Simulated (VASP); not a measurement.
Crystal: BaZrO3.

```
Ba Zr O
1.0
     4.19134    0.00000    0.00000
     0.00000    4.19134    0.00000
     0.00000    0.00000    4.19134
Ba Zr O
1 1 3
Direct
  0.00000 0.00000 0.00000
  0.50000 0.50000 0.50000
  0.50000 0.50000 0.00000
  0.50000 0.00000 0.50000
  0.00000 0.50000 0.50000
```

* Program: VASP 6.6.1
* Task: relaxation of cell and atoms
* Functional: RPBE
* Potentials or basis: VASP PAW PBE potentials, release 64 (Ba_sv, Zr_sv, O)
* Cutoff: 600 eV
* k mesh: 6 × 6 × 6
* Occupations: fermi-dirac, width 0.05 eV
* Spin: no spin polarisation

At the start: pressure 8.5 GPa; volume 14.73 Å³/atom.

**Question.** How do energy, volume and symmetry change on relaxing?

**Answer.** Over 3 steps the energy falls by 20.8 meV/atom and the volume is 15.56 Å³/atom (+5.7 %); space group Pm-3m (No. 221, to 0.05 Å).

The path:
```
step  energy change (eV)  largest force (eV/Å)  pressure (GPa)  volume (Å³)
   1              0.0000                0.0000            8.49        73.63
   2             -0.0026                0.0000           -6.85        82.27
   3             -0.1041                0.0000           -0.04        77.80
```

Final structure:
```yaml
crystal:
  lattice:
    - [4.26894, 0.00000, 0.00000]
    - [0.00000, 4.26894, 0.00000]
    - [0.00000, 0.00000, 4.26894]
  atoms:
    - { symbol: Ba, position: [0.00000, 0.00000, 0.00000] }
    - { symbol: Zr, position: [0.50000, 0.50000, 0.50000] }
    - { symbol: O, position: [0.50000, 0.50000, 0.00000] }
    - { symbol: O, position: [0.50000, 0.00000, 0.50000] }
    - { symbol: O, position: [0.00000, 0.50000, 0.50000] }
```

Caveat: the PAW data sets were made with another functional, which shifts forces and pressure a little.
